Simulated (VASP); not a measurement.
# Zn (P-1) in VASP: notebook, part 2 of 2

VASP 6.6.1.

### Step 3. Electric field gradients, PBEsol (equal xy, yz and zx shear strains of +2 %)

INCAR reads:

```
SYSTEM = Zn
  PREC = Accurate
  ENCUT = 520
  EDIFF = 1E-8
  ISMEAR = -1
  SIGMA = 0.03
  LREAL = .False.
  LASPH = .True.
  NELM = 100
  ALGO = Normal
  ISIF = 2
  LWAVE = .False.
  LCHARG = .False.
  GGA = PS
  LEFG = .True.
  NBANDS = 19
```

KPOINTS reads:

```
Automatic mesh
0
Gamma
  16 16 8
  0 0 0
```

POSCAR reads:

```
Zn
1.0
    2.6647980532      0.0266479805      0.0266479805
   -1.3093211985      2.2944588197      0.0097538378
    0.0494670000      0.0494670000      4.9467000000
Zn
2
Direct
    0.3333333333      0.6666666667      0.2500000000
    0.6666666667      0.3333333333      0.7500000000
```

Potentials or basis: VASP PAW PBE potentials, release 64 (Zn).

Command:

```bash
> cat potpaw_PBE.64/Zn/POTCAR > POTCAR
> mpirun -np 1 vasp_std > vasp.out
```

OUTCAR:

```text
SYSTEM = Zn
   PREC = Accurate
   ENCUT = 520
   EDIFF = 1E-8
   ISMEAR = -1
   LREAL = .False.
   LASPH = .True.
   NELM = 100
   ISIF = 2
   GGA = PS

 ion  position               nearest neighbor table
   1  0.333  0.667  0.250-   2 2.88   2 2.89   2 2.90   2 2.92   2 2.94   2 2.96
   2  0.667  0.333  0.750-   1 2.88   1 2.89   1 2.90   1 2.92   1 2.94   1 2.96

  LATTYP: Found a triclinic cell.
 ALAT       =     2.6881553850
 B/A-ratio  =     0.9827452114
 C/A-ratio  =     1.8403678124
 COS(alpha) =     0.0074204947
 COS(beta)  =     0.0272158148
 COS(gamma) =     0.5000757388

  Lattice vectors:

 A1 = (   1.3554768547,   2.3211068002,   0.0364018183)
 A2 = (  -1.3093211985,   2.2944588197,   0.0097538378)
 A3 = (   0.0494670000,   0.0494670000,   4.9467000000)

Analysis of symmetry for initial positions (statically):
=====================================================================
[... 720 lines left out ...]
  energy-cutoff  :      520.00
  volume of cell :       30.41
      direct lattice vectors                 reciprocal lattice vectors
     2.664798053  0.026647981  0.026647981     0.373191727  0.212984870 -0.005861766
    -1.309321198  2.294458820  0.009753838    -0.004291111  0.433402162 -0.004291111
     0.049467000  0.049467000  4.946700000    -0.002001931 -0.002001931  0.202195011

 POSITION                                       TOTAL-FORCE (eV/Angst)
 -----------------------------------------------------------------------------------
      0.02775      1.55089      1.25206         0.011263      0.002182     -0.000242
      1.37719      0.81969      3.73104        -0.011263     -0.002182      0.000242
 -----------------------------------------------------------------------------------
    total drift:                                0.000000     -0.000000      0.000000

  FREE ENERGIE OF THE ION-ELECTRON SYSTEM (eV)
  ---------------------------------------------------
  free  energy   TOTEN  =        -3.1439763523 eV

  energy  without entropy=       -3.1430879976  energy(sigma->0) =       -3.14353217

 Electric field gradients (V/A^2)
---------------------------------------------------------------------
 ion       V_xx      V_yy      V_zz      V_xy      V_xz      V_yz
---------------------------------------------------------------------
   1     -18.920   -18.998    37.918     5.404     2.064     2.087
   2     -18.920   -18.998    37.918     5.404     2.064     2.087
---------------------------------------------------------------------

 Electric field gradients after diagonalization (V/A^2)
 (convention: |V_zz| > |V_xx| > |V_yy|)
----------------------------------------------------------------------
 ion       V_xx      V_yy      V_zz     asymmetry (V_yy - V_xx)/ V_zz
----------------------------------------------------------------------
   1     -24.363   -13.722    38.085       0.279
   2     -24.363   -13.722    38.085       0.279
----------------------------------------------------------------------

           NMR quadrupolar parameters

 Cq : quadrupolar parameter    Cq=e*Q*V_zz/h
 eta: asymmetry parameters     (V_yy - V_xx)/ V_zz
 Q  : nuclear electric quadrupole moment in mb (millibarn)
----------------------------------------------------------------------
 ion       Cq(MHz)       eta       Q (mb)
----------------------------------------------------------------------
   1       0.092       0.279       1.000
   2       0.092       0.279       1.000
----------------------------------------------------------------------
```

OSZICAR:

```text
N       E                     dE             d eps       ncg     rms          rms(c)
DAV:   1     0.112237157677E+03    0.11224E+03   -0.12317E+04 40504   0.199E+03
DAV:   2     0.170530474317E+01   -0.11053E+03   -0.10670E+03 39333   0.295E+02
DAV:   3    -0.340355017037E+01   -0.51089E+01   -0.50886E+01 43330   0.698E+01
DAV:   4    -0.343402114045E+01   -0.30471E-01   -0.30463E-01 42482   0.559E+00
DAV:   5    -0.343405949143E+01   -0.38351E-04   -0.38351E-04 42456   0.180E-01    0.412E+00
DAV:   6    -0.316322463008E+01    0.27083E+00   -0.10911E+00 43282   0.221E+01    0.303E+00
DAV:   7    -0.315050031742E+01    0.12724E-01   -0.38573E-02 50067   0.336E+00    0.159E+00
DAV:   8    -0.314400694344E+01    0.64934E-02   -0.20518E-03 52857   0.645E-01    0.528E-02
DAV:   9    -0.314397219159E+01    0.34752E-04   -0.23152E-04 52663   0.202E-01    0.364E-02
DAV:  10    -0.314397680286E+01   -0.46113E-05   -0.20590E-05 40695   0.383E-02    0.311E-03
DAV:  11    -0.314397659202E+01    0.21084E-06   -0.64835E-07 44119   0.140E-02    0.206E-03
DAV:  12    -0.314397636831E+01    0.22371E-06   -0.16216E-08 35872   0.168E-03    0.220E-04
DAV:  13    -0.314397635696E+01    0.11350E-07   -0.40172E-09 22241   0.108E-03    0.655E-05
DAV:  14    -0.314397635228E+01    0.46848E-08   -0.10671E-09 21326   0.314E-04
   1 F= -.31439764E+01 E0= -.31435322E+01  d E =-.888355E-03
```

It took 10 min on 1 thread of Intel Xeon 8259CL, shared host; peak memory 0.55 GiB.

What came out:

| Property | Result |
| --- | --- |
| Free energy | -3.1440 eV |
| Pressure | -5.0 GPa |
| Largest force | 0.011 eV/Å |
| Band gap on the k mesh | zero (bands 12 and 13 overlap by 4.34 eV) |
| Largest electric field gradient by atom | Zn +38.1 V/Å² |

Forces in eV/Å, atoms in the order of the input:
```
Zn   0.011  0.002  0.000
Zn  -0.011 -0.002  0.000
```

Stress tensor (GPa, compression positive):
```
-4.95 -1.43 -0.81
-1.43 -5.10 -0.85
-0.81 -0.85 -4.87
```

Levels at points of the mesh, in eV from the Fermi level:
| k point | band 9 | band 10 | band 11 | band 12 | band 13 | band 14 | band 15 | band 16 |
| --- | --- | --- | --- | --- | --- | --- | --- | --- |
| (0.00, 0.00, 0.00) | -7.26 | -7.07 | -7.05 | -3.65 | -3.03 | 13.61 | 17.06 | 17.27 |
| (0.50, 0.00, 0.00) | -6.89 | -6.87 | -2.94 | -2.30 | 2.37 | 3.52 | 3.83 | 5.68 |
| (0.00, 0.50, 0.00) | -6.89 | -6.86 | -2.85 | -2.17 | 2.54 | 3.60 | 4.03 | 5.75 |
| (0.50, 0.50, 0.00) | -6.88 | -6.86 | -2.76 | -2.04 | 2.72 | 3.68 | 4.23 | 5.81 |
| (0.00, 0.00, 0.50) | -7.17 | -7.16 | -7.14 | -7.12 | 4.58 | 4.58 | 18.06 | 18.49 |
| (0.50, 0.00, 0.50) | -6.88 | -6.88 | -2.11 | -1.83 | -0.27 | 0.17 | 9.45 | 10.54 |
| (0.00, 0.50, 0.50) | -6.87 | -6.87 | -1.98 | -1.77 | -0.05 | 0.27 | 9.72 | 10.52 |
| (0.50, 0.50, 0.50) | -6.87 | -6.86 | -1.82 | -1.75 | 0.21 | 0.33 | 10.09 | 10.38 |

Electric field gradients, principal values (V/Å²):
```
atom    least   middle  greatest (by size)
1 Zn  -13.722  -24.363              38.085
2 Zn  -13.722  -24.363              38.085
```

Caveat: the cell differs from its parent crystal (equal xy, yz and zx shear strains of +2 %); the cell stands under tension; without QUAD_EFG the Cq values of the log hold for a quadrupole moment of 1 mb, not for the nuclei; the PAW data sets were made with another functional, which shifts forces and pressure a little.

### Step 4. Electric field gradients, PBEsol (equal xy, yz and zx shear strains of +2 %)

INCAR reads:

```
ALGO = Normal
EDIFF = 1E-8
ENCUT = 520
GGA = PS
ISIF = 2
ISMEAR = -1
LASPH = T
LCHARG = F
LEFG = T
LREAL = F
LWAVE = F
NBANDS = 19
NELM = 80
PREC = Accurate
SIGMA = 0.03
```

KPOINTS reads:

```
k-points
0
Gamma
  16 16 8
```

POSCAR is that of step 3.

Potentials or basis: VASP PAW PBE potentials, release 64 (Zn).

Command:

```bash
> cat potpaw_PBE.64/Zn/POTCAR > POTCAR
> mpirun -np 1 vasp_std > vasp.out
```

OUTCAR:

```text
EDIFF = 1E-8
   ENCUT = 520
   GGA = PS
   ISIF = 2
   ISMEAR = -1
   LASPH = T
   LREAL = F
   NELM = 80
   PREC = Accurate

 ion  position               nearest neighbor table
   1  0.333  0.667  0.250-   2 2.88   2 2.89   2 2.90   2 2.92   2 2.94   2 2.96
   2  0.667  0.333  0.750-   1 2.88   1 2.89   1 2.90   1 2.92   1 2.94   1 2.96

  LATTYP: Found a triclinic cell.
 ALAT       =     2.6881553850
 B/A-ratio  =     0.9827452114
 C/A-ratio  =     1.8403678124
 COS(alpha) =     0.0074204947
[... 746 lines left out ...]
  ---------------------------------------------------
  free  energy   TOTEN  =        -3.1439763523 eV

  energy  without entropy=       -3.1430879976  energy(sigma->0) =       -3.14353217

 Electric field gradients (V/A^2)
---------------------------------------------------------------------
 ion       V_xx      V_yy      V_zz      V_xy      V_xz      V_yz
---------------------------------------------------------------------
   1     -18.920   -18.998    37.918     5.404     2.064     2.087
   2     -18.920   -18.998    37.918     5.404     2.064     2.087
---------------------------------------------------------------------

 Electric field gradients after diagonalization (V/A^2)
 (convention: |V_zz| > |V_xx| > |V_yy|)
----------------------------------------------------------------------
 ion       V_xx      V_yy      V_zz     asymmetry (V_yy - V_xx)/ V_zz
----------------------------------------------------------------------
   1     -24.363   -13.722    38.085       0.279
   2     -24.363   -13.722    38.085       0.279
----------------------------------------------------------------------

           NMR quadrupolar parameters

 Cq : quadrupolar parameter    Cq=e*Q*V_zz/h
 eta: asymmetry parameters     (V_yy - V_xx)/ V_zz
 Q  : nuclear electric quadrupole moment in mb (millibarn)
----------------------------------------------------------------------
 ion       Cq(MHz)       eta       Q (mb)
----------------------------------------------------------------------
   1       0.092       0.279       1.000
   2       0.092       0.279       1.000
----------------------------------------------------------------------
```

stdout:

```text
POSCAR found type information on POSCAR Zn
 POSCAR found :  1 types and       2 ions
 scaLAPACK will be used
 -----------------------------------------------------------------------------
[... 27 lines left out ...]
     0.0000645     0.0892893    -0.0157575     1.8467558    -0.0089136     0.0188280
     0.0000888     0.0892893    -0.0157575     1.8467557    -0.0089136     0.0188280
     0.0001223     0.0892893    -0.0157575     1.8467556    -0.0089136     0.0188280

     0.0000468    -5.0418514    -1.9377309   -30.6315379    -1.9165880    -0.0419712
     0.0000645    -5.0417622    -1.9377051   -30.6307918    -1.9165615    -0.0419674
     0.0000888    -5.0416165    -1.9376634   -30.6295639    -1.9165185    -0.0419613
     0.0001223    -5.0413799    -1.9375963   -30.6275532    -1.9164491    -0.0419510
```

Run time: 4.3 min. Hardware: 1 thread of Intel Xeon Platinum 8488C (Sapphire Rapids), shared host; peak memory 0.53 GiB.

What came out:

```yaml
Free_energy: -3.1440 eV
Pressure: -5.0 GPa
Largest_force: 0.011 eV/Å
Band_gap_on_the_k_mesh: zero (bands 12 and 13 overlap by 4.34 eV)
Largest_electric_field_gradient_by_atom: Zn +38.1 V/Å²
```

Forces in eV/Å, atoms in the order of the input:
```
Zn   0.011  0.002  0.000
Zn  -0.011 -0.002  0.000
```

Levels at points of the mesh, in eV from the Fermi level:
```
           k point  band 8  band 9  band 10  band 11  band 12  band 13  band 14  band 15  band 16  band 17
(0.00, 0.00, 0.00)   -7.28   -7.26    -7.07    -7.05    -3.65    -3.03    13.61    17.06    17.27    17.64
(0.50, 0.00, 0.00)   -7.06   -6.89    -6.87    -2.94    -2.30     2.37     3.52     3.83     5.68    10.49
(0.00, 0.50, 0.00)   -7.07   -6.89    -6.86    -2.85    -2.17     2.54     3.60     4.03     5.75    10.12
(0.50, 0.50, 0.00)   -7.08   -6.88    -6.86    -2.76    -2.04     2.72     3.68     4.23     5.81     9.74
(0.00, 0.00, 0.50)   -7.60   -7.17    -7.16    -7.14    -7.12     4.58     4.58    18.06    18.49    18.78
(0.50, 0.00, 0.50)   -7.07   -6.88    -6.88    -2.11    -1.83    -0.27     0.17     9.45    10.54    12.30
(0.00, 0.50, 0.50)   -7.08   -6.87    -6.87    -1.98    -1.77    -0.05     0.27     9.72    10.52    11.91
(0.50, 0.50, 0.50)   -7.08   -6.87    -6.86    -1.82    -1.75     0.21     0.33    10.09    10.38    11.52
```

Electric field gradients, principal values (V/Å²):
| atom | least | middle | greatest (by size) |
| --- | --- | --- | --- |
| 1 Zn | -13.722 | -24.363 | 38.085 |
| 2 Zn | -13.722 | -24.363 | 38.085 |

Caveat: the cell differs from its parent crystal (equal xy, yz and zx shear strains of +2 %); the cell stands under tension; without QUAD_EFG the Cq values of the log hold for a quadrupole moment of 1 mb, not for the nuclei; the PAW data sets were made with another functional, which shifts forces and pressure a little.
